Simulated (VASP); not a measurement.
TaTe, 2 atoms in the cell. Symmetry: Pm-3m, No. 221, cubic system. Conventional cell: a = 3.420 Å, b = 3.420 Å, c = 3.420 Å, α = 90.00°, β = 90.00°, γ = 90.00°. Within 3.9 Å of Ta (site symmetry m-3m) lie 8 Te at 2.96 Å and 6 Ta at 3.42 Å. Te (site symmetry m-3m) has 8 Ta at 2.96 Å and 6 Te at 3.42 Å within 3.9 Å. 

```yaml
Program: VASP 6.6.1
Task: single point
Functional: PBE-based screened hybrid with 25 % exact exchange
Potentials_or_basis: VASP PAW PBE potentials, release 64 (Ta_pv, Te)
Cutoff: 520 eV
k_mesh: 4 × 4 × 4
Occupations: fermi-dirac, width 0.05 eV
Spin: no spin polarisation
Dipole_correction: no
Grid_for_exact_exchange_PRECFOCK: Normal
Share_of_exact_exchange: 0.25
Further_INCAR_settings: ALGO = Normal; EDIFF = 1e-07; NBANDS = 16
Screening_parameter: 0.1 1/Å
```

Potentials or basis: VASP PAW PBE potentials, release 64 (Ta_pv, Te).

Command:

```bash
$ cat potpaw_PBE.64/Ta_pv/POTCAR potpaw_PBE.64/Te/POTCAR > POTCAR
$ cp INCAR.step1 INCAR
$ mpirun -np 1 vasp_std > vasp.out
$ cp INCAR.step2 INCAR
$ mpirun -np 1 vasp_std > vasp.out
```

Hardware: 1 thread of Intel Xeon 8259CL (shared host).

**Question.** How long does it take, and how much memory?

**Answer.** Run time: 16 min on 1 thread of Intel Xeon 8259CL, on a shared host, peak memory 0.28 GiB. Counts: k points 10.
